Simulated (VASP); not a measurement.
## BN: single point with PBEsol

BN:

```
B N
1.0
     2.54498    0.00000    0.00000
    -1.27249    2.20402    0.00000
     0.00000    0.00000    8.36556
B N
4 4
Direct
  0.00000 0.00000 0.00040
  0.33333 0.66667 0.24971
  0.00000 0.00000 0.50040
  0.66667 0.33333 0.74971
  0.00000 0.00000 0.18698
  0.33333 0.66667 0.43791
  0.00000 0.00000 0.68698
  0.66667 0.33333 0.93791
```

* Program: VASP 6.6.1
* Task: single point
* Functional: PBEsol
* Potentials or basis: VASP PAW PBE potentials, release 64 (B, N)
* Cutoff: 520 eV
* k mesh: 9 × 9 × 4
* Occupations: fermi-dirac, width 0.03 eV
* Spin: no spin polarisation
* Dipole correction: no
* Further INCAR settings: ALGO = Normal; EDIFF = 1e-06; NBANDS = 26

| Item | Value |
| --- | --- |
| Pressure | 0.7 GPa |
| Band gap on the k mesh | 5.48 eV (least direct gap 7.48 eV) |

Forces on the atoms (eV/Å):
```
B    0.000  0.000  0.000
B    0.000  0.000  0.002
B    0.000  0.000  0.000
B    0.000  0.000  0.002
N    0.000  0.000 -0.001
N    0.000  0.000 -0.002
N    0.000  0.000 -0.001
N    0.000  0.000 -0.002
```

Levels at points of the mesh, in eV from the valence-band top:
```tsv
k point	band 12	band 13	band 14	band 15	band 16	band 17	band 18	band 19	band 20	band 21
(0.00, 0.00, 0.00)	-1.11	-1.11	-0.14	0.00	0.00	8.57	8.57	8.72	9.30	9.68
(0.00, 0.00, 0.50)	-1.82	-0.38	-0.38	-0.38	-0.38	9.04	9.04	9.04	9.04	9.16
```

It took 57 s on 1 thread of AMD EPYC 7R13 (shared host), peak memory 0.14 GiB.

Caveat: the PAW data sets were made with another functional, which shifts forces and pressure a little. A k mesh can miss the band edges.
